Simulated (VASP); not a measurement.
Runs of VASP 6.6.1 on CaO. The structure is that of space group P-6m2 (No. 187), or close to it. The cells are those of the table. 

| task | spin | cell | k mesh | cutoff (eV) | smearing | gap on the mesh (eV) | pressure (GPa) |
| --- | --- | --- | --- | --- | --- | --- | --- |
| single point | off | a = 2.799, b = 2.799, c = 4.430 Å, angles 90.0, 90.0, 120.0°, 2 atoms | 6 × 6 × 4 | 520 | gaussian 0.1 eV | none | (b) |
| single point | off | a = 3.300, b = 3.300, c = 2.999 Å, angles 90.0, 90.0, 120.0°, 2 atoms | 12 × 12 × 8 | 520 | gaussian 0.02 eV | 3.32 | 0.5 |
| single point | collinear, ferromagnetic start | a = 2.799, b = 2.799, c = 4.430 Å, angles 90.0, 90.0, 120.0°, 2 atoms | 6 × 6 × 4 | 520 | gaussian 0.1 eV | none | (a) |
| relaxation of cell and atoms | off | relaxed from a = 3.300, b = 3.300, c = 2.999 Å, angles 90.0, 90.0, 120.0°, 2 atoms | 12 × 12 × 8 | 600 | gaussian 0.02 eV | 3.31 | 0.0 |

Alike in all rows: level PBE; potentials or basis VASP PAW PBE potentials, release 64 (Ca_sv, O).

Question: Fill in the values left out.

Answer: (a) -0.9; (b) -1.0.

Caveats: some runs use coarse meshes.

A k mesh can miss the band edges.

A gap of «none» marks levels without a gap at the run's occupations.
